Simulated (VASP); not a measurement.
## Ca7Y: single point with PBE

Crystal: Ca7Y.

```xyz
8
Lattice="6.5771 0.0000 0.0000 0.0000 6.5771 0.0000 0.0000 0.0000 6.6345" Properties=species:S:1:pos:R:3 pbc="T T T"
Ca    0.0000    1.6578    1.6188
Ca    3.2885    0.0000    1.6655
Ca    4.9193    0.0000    5.0156
Ca    0.0000    4.9193    1.6188
Ca    0.0000    3.2885    4.9690
Ca    3.2885    3.2885    3.3172
Ca    1.6578    0.0000    5.0156
Y     3.2885    3.2885    0.0000
```

* Program: VASP 6.6.1
* Task: single point
* Functional: PBE
* Potentials or basis: VASP PAW PBE potentials, release 64 (Ca_sv, Y_sv)
* Cutoff: 520 eV
* k mesh: 6 × 6 × 6
* Occupations: gaussian, width 0.1 eV
* Spin: no spin polarisation

```json
{
 "Pressure": "3.0 GPa",
 "Band gap on the k mesh": "zero (an odd number of electrons rules out a gap without spin polarisation)"
}
```

Levels at points of the mesh, in eV from the Fermi level:
```tsv
k point	band 38	band 39	band 40	band 41	band 42	band 43
(0.00, 0.00, 0.00)	-0.73	-0.73	-0.13	-0.13	0.02	0.24
(0.50, 0.00, 0.00)	-0.82	-0.31	-0.31	-0.13	-0.12	0.15
(0.50, 0.50, 0.00)	-0.75	-0.73	-0.43	0.21	0.21	0.35
(0.00, 0.00, 0.50)	-0.73	-0.33	-0.33	-0.28	-0.22	0.19
(0.50, 0.00, 0.50)	-0.57	-0.46	-0.46	0.14	0.14	0.27
(0.50, 0.50, 0.50)	-1.71	-1.70	-1.65	0.53	0.59	0.59
```

Run time: 52 min on 1 thread of AMD EPYC 7R13 (shared host), peak memory 0.65 GiB.

Caveat: the cell stands under pressure.
